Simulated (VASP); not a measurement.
# LiRh (P-6m2) in VASP: further runs

LiRh is run at these levels: LDA; tasks: single point.

All numbers are computed with VASP 6.6.1; they aren't measurements. Logs are shortened: lines on timing, memory, paths and dates and some standing lists are left out, and cuts for length are marked.

## 1. The cell of the first run

The structure is hexagonal, space group P-6m2 (No. 187). The conventional cell has a = 2.602 Å, b = 2.602 Å, c = 4.260 Å, α = 90.00°, β = 90.00°, γ = 120.00°. Within 3.4 Å of Li (site symmetry -6m2) lie 6 Li at 2.60 Å and 6 Rh at 2.61 Å. Within 3.4 Å of Rh (site symmetry -6m2) lie 6 Rh at 2.60 Å and 6 Li at 2.61 Å.

## 2. Single point, LDA

INCAR reads:

```
PREC = Accurate ; ENCUT = 520
EDIFF = 1E-6 ; ISMEAR = 0
SIGMA = 0.05 ; LREAL = False
LASPH = True ; NELM = 100
ALGO = Normal ; ISIF = 2
LWAVE = False ; LCHARG = False
NBANDS = 16
```

KPOINTS reads:

```
Automatic mesh
0
Gamma
  20 20 10
```

POSCAR reads:

```
LiRh
1.0
    2.6024578299      0.0000000000      0.0000000000
   -1.3012289150      2.2537945930      0.0000000000
    0.0000000000      0.0000000000      4.2597743456
Li Rh
1 1
Direct
    0.0000000000      0.0000000000      0.5000000000
    0.6666666667      0.3333333333      0.0000000000
```

Potentials or basis: VASP PAW LDA potentials, release 64 (Li_sv, Rh_pv).

The run is started by

```
cat potpaw_LDA.64/Li_sv/POTCAR potpaw_LDA.64/Rh_pv/POTCAR > POTCAR
mpirun -np 1 vasp_std > vasp.out
```

OUTCAR:

```text
PREC = Accurate
   ENCUT = 520
   EDIFF = 1E-6
   ISMEAR = 0
   LREAL = False
   LASPH = True
   NELM = 100
   ISIF = 2

 ion  position               nearest neighbor table
   1  0.000  0.000  0.500-   2 2.61   2 2.61   2 2.61   2 2.61   2 2.61   2 2.61
   2  0.667  0.333  0.000-   1 2.61   1 2.61   1 2.61   1 2.61   1 2.61   1 2.61

  LATTYP: Found a hexagonal cell.
 ALAT       =     2.6024578299
 C/A-ratio  =     1.6368274239

  Lattice vectors:

 A1 = (   2.6024578299,   0.0000000000,   0.0000000000)
 A2 = (  -1.3012289150,   2.2537945930,   0.0000000000)
 A3 = (   0.0000000000,   0.0000000000,   4.2597743456)

Analysis of symmetry for initial positions (statically):
=====================================================================
 Subroutine PRICEL returns:
 Original cell was already a primitive cell.

 Routine SETGRP: Setting up the symmetry group for a
 hexagonal supercell.

 Subroutine GETGRP returns: Found 12 space group operations
 (whereof 12 operations were pure point group operations)
 out of a pool of 24 trial point group operations.

The static configuration has the point symmetry D_3h.

Analysis of symmetry for dynamics (positions and initial velocities):
=====================================================================
 Subroutine PRICEL returns:
 Original cell was already a primitive cell.

 Routine SETGRP: Setting up the symmetry group for a
 hexagonal supercell.

 Subroutine GETGRP returns: Found 12 space group operations
 (whereof 12 operations were pure point group operations)
 out of a pool of 24 trial point group operations.

The dynamic configuration has the point symmetry D_3h.

 Subroutine INISYM returns: Found 12 space group operations
 (whereof 12 operations are pure point group operations),
 and found     1 'primitive' translations

----------------------------------------------------------------------------------------

                                     Primitive cell

  volume of cell :      24.9853

  direct lattice vectors                    reciprocal lattice vectors
     2.602457830  0.000000000  0.000000000     0.384252144  0.221848079  0.000000000
    -1.301228915  2.253794593  0.000000000     0.000000000  0.443696157  0.000000000
     0.000000000  0.000000000  4.259774346     0.000000000  0.000000000  0.234754219

  length of vectors
     2.602457830  2.602457830  4.259774346     0.443696157  0.443696157  0.234754219

  position of ions in fractional coordinates (direct lattice)
     0.000000000  0.000000000  0.500000000
     0.666666667  0.333333333  0.000000000

  ion indices of the primitive-cell ions
   primitive index   ion index
                 1           1
                 2           2

----------------------------------------------------------------------------------------

 KPOINTS: Automatic mesh

Automatic generation of k-mesh.
 Grid dimensions read from file:
 generate k-points for:   20   20   10

 Generating k-lattice:

  Cartesian coordinates                     Fractional coordinates (reciprocal lattice)
     0.019212607  0.011092404  0.000000000     0.050000000  0.000000000  0.000000000
     0.000000000  0.022184808  0.000000000     0.000000000  0.050000000  0.000000000
     0.000000000  0.000000000  0.023475422     0.000000000  0.000000000  0.100000000

  Length of vectors
     0.022184808  0.022184808  0.023475422

  Shift w.r.t. Gamma in fractional coordinates (k-lattice)
     0.000000000  0.000000000  0.000000000

 Subroutine IBZKPT returns following result:
 ===========================================

 Found    264 irreducible k-points:

 Following reciprocal coordinates:
            Coordinates               Weight
  0.000000  0.000000  0.000000      1.000000
  0.050000  0.000000  0.000000      6.000000
  0.100000  0.000000  0.000000      6.000000
  0.150000  0.000000  0.000000      6.000000
  0.200000  0.000000  0.000000      6.000000
  0.250000  0.000000  0.000000      6.000000
[... 16 lines left out ...]
  0.200000  0.100000  0.000000     12.000000
  0.250000  0.100000  0.000000     12.000000
 [... further k-points ...]
   k-points           NKPTS =    264   k-points in BZ     NKDIM =    264   number of bands    NBANDS=     16
   number of dos      NEDOS =    301   number of ions     NIONS =      2
   total plane-waves  NPLWV =  12800
   dimension x,y,z NGX =    20 NGY =   20 NGZ =   32
   dimension x,y,z NGXF=    40 NGYF=   40 NGZF=   64
   ions per type =               1   1
   NGX,Y,Z   is equivalent  to a cutoff of  12.78, 12.78, 12.49 a.u.
   NGXF,Y,Z  is equivalent  to a cutoff of  25.55, 25.55, 24.98 a.u.
 SYSTEM =  unknown system
   PREC   = accura    normal or accurate (medium, high low for compatibility)
   ISTART =      0    job   : 0-new  1-cont  2-samecut
   ICHARG =      2    charge: 1-file 2-atom 10-const
   ISPIN  =      1    spin polarized calculation?
   LNONCOLLINEAR =      F non collinear calculations
   LSORBIT =      F    spin-orbit coupling
   LASPH  =      T    aspherical Exc in radial PAW
   ENCUT  =  520.0 eV  38.22 Ry    6.18 a.u.   4.84  4.84  7.92*2*pi/ulx,y,z
   NELM   =    100;   NELMIN=  2; NELMDL= -5     # of ELM steps
   EDIFF  = 0.1E-05   stopping-criterion for ELM
   LREAL  =      F    real-space projection
   EDIFFG = 0.1E-04   stopping-criterion for IOM
   NSW    =      0    number of steps for IOM
   IBRION =     -1    ionic relax: 0-MD 1-quasi-New 2-CG
   NFREE  =      0    steps in history (QN), initial steepest desc. (CG)
   ISIF   =      2    stress and relaxation
   ISYM   =      2    0-nonsym 1-usesym 2-fastsym
   POTIM  = 0.5000    time-step for ionic-motion
   TEBEG  =    0.0;   TEEND  =   0.0 temperature during run
   PSTRESS=    0.0 pullay stress
   NELECT =      18.0000    total number of electrons
   NUPDOWN=      -1.0000    fix difference up-down
   EMIN   =  10.00;   EMAX   =-10.00  energy-range for DOS
   EFERMI =   0.00;   METHOD = LEGACY
   ISMEAR =     0;   SIGMA  =   0.05  broadening in eV -4-tet -1-fermi 0-gaus
   EFERMI_NEDOS =   21; number of points for ismear=-14 and -15
   IALGO  =     38    algorithm
   IMIX   =      4    mixing-type and parameters
     AMIX     =   0.40;   BMIX     =  1.00
     AMIX_MAG =   1.60;   BMIX_MAG =  1.00
  volume/ion in A,a.u.               =      12.49        84.30
  Fermi-wavevector in a.u.,A,eV,Ry     =   1.467588  2.773339 29.304422  2.153814
  Thomas-Fermi vector in A             =   2.583188
   LORBIT       =      0    0 simple, 1 ext, 2 COOP (PROOUT), +10 PAW based schemes
   GGA     = CA    functional components
   LHFCALC =     F    Hartree Fock is set to
   AEXX    =    0.0000 exact exchange contribution
   IVDW    =     0    specifies the selected vdW correction
   LEPSILON=     F    determine dielectric tensor
   LRPA    =     F    only Hartree local field effects (RPA)
 non-spin polarized calculation
 Gauss-broadening in eV      SIGMA  =   0.05
  energy-cutoff  :      520.00
  volume of cell :       24.99
 maximum number of plane-waves:       687
 NGX is ok and might be reduce to    20
   NGX =  9   NGY =  9   NGZ = 15

 number of electron      17.9999995 magnetization

 Free energy of the ion-electron system (eV)
  ---------------------------------------------------
  ext. energy  EPLUGINS =         0.00000000
  ---------------------------------------------------
  free energy    TOTEN  =       -11.07075685 eV

  energy without entropy =      -11.06805222  energy(sigma->0) =      -11.06940454

 E-fermi :   7.0765     XC(G=0): -11.8527

 val. band max:        7.0764265543   @ k =   0.2000   0.1000   0.4000
 cond. band min:       7.0777638371   @ k =   0.2000   0.0000   0.4000
 fundamental gap:      0.0013372827
 Fermi energy:         7.0765229084

 k-point     1 :       0.0000    0.0000    0.0000
  band No.  band energies     occupation
      1     -38.5108      2.00000
      2     -38.4402      2.00000
      3     -38.4402      2.00000
      4     -37.1199      2.00000
      5       0.9009      2.00000
      6       3.2653      2.00000
[... 8 lines left out ...]
     15      25.8665      0.00000
     16      28.5395      0.00000

 k-point     2 :       0.0500    0.0000    0.0000
  band No.  band energies     occupation
      1     -38.5080      2.00000
      2     -38.4603      2.00000
      3     -38.4448      2.00000
      4     -37.1177      2.00000
      5       0.9993      2.00000
      6       3.3014      2.00000
[... 8 lines left out ...]
     15      25.5393      0.00000
     16      28.6151      0.00000

 k-point     3 :       0.1000    0.0000    0.0000
  band No.  band energies     occupation
      1     -38.5185      2.00000
      2     -38.4998      2.00000
      3     -38.4584      2.00000
      4     -37.1116      2.00000
      5       1.2822      2.00000
      6       3.4060      2.00000
[... 8 lines left out ...]
     15      25.6335      0.00000
     16      28.6215      0.00000

 k-point     4 :       0.1500    0.0000    0.0000
  band No.  band energies     occupation
      1     -38.6083      2.00000
      2     -38.4870      2.00000
      3     -38.4794      2.00000
      4     -37.1022      2.00000
      5       1.7043      2.00000
      6       3.5566      2.00000
[... 8 lines left out ...]
     15      26.1520      0.00000
     16      27.5781      0.00000

 k-point     5 :       0.2000    0.0000    0.0000
  band No.  band energies     occupation
      1     -38.7204      2.00000
      2     -38.5059      2.00000
      3     -38.4708      2.00000
      4     -37.0904      2.00000
      5       2.1537      2.00000
      6       3.6765      2.00000
[... 8 lines left out ...]
     15      26.1142      0.00000
     16      26.5997      0.00000

 k-point     6 :       0.2500    0.0000    0.0000
  band No.  band energies     occupation
      1     -38.8432      2.00000
      2     -38.5351      2.00000
      3     -38.4528      2.00000
      4     -37.0775      2.00000
      5       2.4130      2.00000
      6       3.7954      2.00000
[... 8 lines left out ...]
     15      24.7028      0.00000
     16      26.6870      0.00000

 k-point     7 :       0.3000    0.0000    0.0000
  band No.  band energies     occupation
      1     -38.9644      2.00000
      2     -38.5642      2.00000
      3     -38.4348      2.00000
      4     -37.0647      2.00000
      5       2.3706      2.00000
      6       4.0085      2.00000
[... 8 lines left out ...]
     15      23.3903      0.00000
     16      26.1456      0.00000

 k-point     8 :       0.3500    0.0000    0.0000
  band No.  band energies     occupation
      1     -39.0726      2.00000
      2     -38.5903      2.00000
      3     -38.4186      2.00000
      4     -37.0532      2.00000
      5       2.1930      2.00000
      6       3.6703      2.00000
[... 8 lines left out ...]
     15      22.1945      0.00000
     16      24.9800      0.00000

 k-point     9 :       0.4000    0.0000    0.0000
  band No.  band energies     occupation
      1     -39.1576      2.00000
      2     -38.6109      2.00000
      3     -38.4056      2.00000
      4     -37.0441      2.00000
      5       2.0164      2.00000
      6       3.4243      2.00000
[... 8 lines left out ...]
     15      21.1557      0.00000
     16      23.6672      0.00000
[... 172 lines left out ...]
 k-point    19 :       0.4000    0.0500    0.0000
  band No.  band energies     occupation
      1     -39.1840      2.00000
      2     -38.6307      2.00000
      3     -38.4000      2.00000
      4     -37.0401      2.00000
      5       2.0316      2.00000
      6       3.3632      2.00000
[... 8 lines left out ...]
     15      20.7483      0.00000
     16      23.2104      0.00000

 k-point    20 :       0.4500    0.0500    0.0000
  band No.  band energies     occupation
      1     -39.2199      2.00000
      2     -38.6401      2.00000
      3     -38.3944      2.00000
      4     -37.0362      2.00000
      5       1.9481      2.00000
      6       3.2668      2.00000
[... 8 lines left out ...]
     15      20.1701      0.00000
     16      22.4788      0.00000

 k-point    21 :       0.1000    0.1000    0.0000
  band No.  band energies     occupation
      1     -38.6528      2.00000
      2     -38.4971      2.00000
      3     -38.4798      2.00000
      4     -37.0969      2.00000
      5       1.9631      2.00000
      6       3.6694      2.00000
[... 8 lines left out ...]
     15      26.8503      0.00000
     16      27.0263      0.00000

 k-point    22 :       0.1500    0.1000    0.0000
  band No.  band energies     occupation
      1     -38.7526      2.00000
      2     -38.5286      2.00000
      3     -38.4644      2.00000
      4     -37.0858      2.00000
      5       2.4483      2.00000
      6       3.8033      2.00000
[... 8 lines left out ...]
     15      25.8159      0.00000
     16      27.4486      0.00000

 k-point    23 :       0.2000    0.1000    0.0000
  band No.  band energies     occupation
      1     -38.8617      2.00000
      2     -38.5639      2.00000
      3     -38.4473      2.00000
      4     -37.0734      2.00000
      5       2.7831      2.00000
      6       3.8275      2.00000
[... 8 lines left out ...]
     15      24.5985      0.00000
     16      27.5685      0.00000

 k-point    24 :       0.2500    0.1000    0.0000
  band No.  band energies     occupation
      1     -38.9695      2.00000
      2     -38.5992      2.00000
      3     -38.4302      2.00000
      4     -37.0612      2.00000
      5       2.7377      2.00000
      6       4.0095      2.00000
[... 8 lines left out ...]
     15      23.4128      0.00000
     16      26.7893      0.00000

 [... further k-points ...]
[... 5 lines left out ...]
  --------------------------------------------------------------------------------------
  -------------------------------------------------------------------------------------
  Total        0.0707902      0.0707902      0.0136689     -0.0000000      0.0000000      0.0000000
  in kB        4.5394091      4.5394091      0.8765181     -0.0000000      0.0000000      0.0000000
  external PRESSURE =       3.3184455 kB  Pullay stress =       0.0000000 kB

 VOLUME and BASIS-vectors are now :
 -----------------------------------------------------------------------------
  energy-cutoff  :      520.00
  volume of cell :       24.99
      direct lattice vectors                 reciprocal lattice vectors
     2.602457830  0.000000000  0.000000000     0.384252144  0.221848079  0.000000000
    -1.301228915  2.253794593  0.000000000     0.000000000  0.443696157  0.000000000
     0.000000000  0.000000000  4.259774346     0.000000000  0.000000000  0.234754219

 POSITION                                       TOTAL-FORCE (eV/Angst)
 -----------------------------------------------------------------------------------
      0.00000      0.00000      2.12989        -0.000000      0.000000      0.000000
      1.30123      0.75126      0.00000         0.000000     -0.000000      0.000000
 -----------------------------------------------------------------------------------
    total drift:                               -0.000000      0.000000      0.000000

  FREE ENERGIE OF THE ION-ELECTRON SYSTEM (eV)
  ---------------------------------------------------
  free  energy   TOTEN  =       -11.0707568476 eV

  energy  without entropy=      -11.0680522229  energy(sigma->0) =      -11.06940454
```

It took 32 s on 1 thread of Intel Xeon 6975P-C (Granite Rapids), shared host; peak memory 0.2 GiB.

Results:

```
Free energy            : -11.0708 eV
Band gap on the k mesh : zero (band 9 reaches 8.79 eV, above the bottom of band 10 at 6.92 eV)
```

Caveat: the cutoff is under 1.25 times the usual one of these potentials, so pressure, stress and relaxed cells hold a basis-set (Pulay) error.

## 3. Single point, LDA, collinear spin, ferromagnetic start

INCAR reads:

```
SYSTEM = LiRh
  ALGO = Normal
  EDIFF = 1E-6
  ENCUT = 520
  GGA = CA
  ISIF = 2
  ISMEAR = 0
  ISPIN = 2
  LASPH = .TRUE.
  LCHARG = .FALSE.
  LMAXMIX = 4
  LORBIT = 11
  LREAL = .FALSE.
  LWAVE = .FALSE.
  MAGMOM = 0 1
  NBANDS = 20
  NELM = 150
  PREC = Accurate
  SIGMA = 0.05
```

KPOINTS reads:

```
k-points
0
G
  20 20 10
  0 0 0
```

POSCAR reads:

```
LiRh
1.0
    2.6029467376      0.0000000000      0.0000000000
   -1.3014733688      2.2542179995      0.0000000000
    0.0000000000      0.0000000000      4.2590506663
Li Rh
1 1
Direct
    0.0000000000      0.0000000000      0.5000000000
    0.6666666667      0.3333333333      0.0000000000
```

Potentials or basis: VASP PAW LDA potentials, release 64 (Li_sv, Rh_pv).

The run is started by

```
cat potpaw_LDA.64/Li_sv/POTCAR potpaw_LDA.64/Rh_pv/POTCAR > POTCAR
mpirun -np 1 vasp_std > vasp.out
```

Wall time 85 s (1 thread of Intel Xeon 6975P-C (Granite Rapids), shared host); peak memory 0.28 GiB.

The run converged. Its results:

* Free energy: -11.0708 eV
* Band gap on the k mesh: zero (filled and empty bands overlap)
* Net moment: 0.00 μB per cell
* Valence electrons inside the program's atomic spheres: Li 2.14; Rh 13.89

Levels at points of the mesh, in eV from the Fermi level:
Spin up:
| k point | band 7 | band 8 | band 9 | band 10 | band 11 | band 12 |
| --- | --- | --- | --- | --- | --- | --- |
| (0.00, 0.00, 0.00) | -2.26 | -2.26 | 0.33 | 0.33 | 0.69 | 8.08 |
| (0.50, 0.00, 0.00) | -2.12 | -0.44 | 1.64 | 1.71 | 5.18 | 8.25 |
| (0.00, 0.00, 0.50) | -2.25 | -2.25 | -1.97 | 0.30 | 0.30 | 12.44 |
| (0.50, 0.00, 0.50) | -0.74 | -0.54 | 1.71 | 1.79 | 2.48 | 8.85 |
Spin down:
| k point | band 5 | band 6 | band 7 | band 8 | band 9 | band 10 | band 11 | band 12 | band 13 | band 14 |
| --- | --- | --- | --- | --- | --- | --- | --- | --- | --- | --- |
| (0.00, 0.00, 0.00) | -6.17 | -3.81 | -2.26 | -2.26 | 0.33 | 0.33 | 0.69 | 8.08 | 17.77 | 18.78 |
| (0.50, 0.00, 0.00) | -5.22 | -3.85 | -2.12 | -0.44 | 1.64 | 1.71 | 5.18 | 8.25 | 10.65 | 12.80 |
| (0.00, 0.00, 0.50) | -5.97 | -2.61 | -2.25 | -2.25 | -1.97 | 0.30 | 0.30 | 12.44 | 15.39 | 17.86 |
| (0.50, 0.00, 0.50) | -5.20 | -4.01 | -0.74 | -0.54 | 1.71 | 1.79 | 2.48 | 8.85 | 9.03 | 14.94 |

Caveat: the cutoff is under 1.25 times the usual one of these potentials, so pressure, stress and relaxed cells hold a basis-set (Pulay) error.
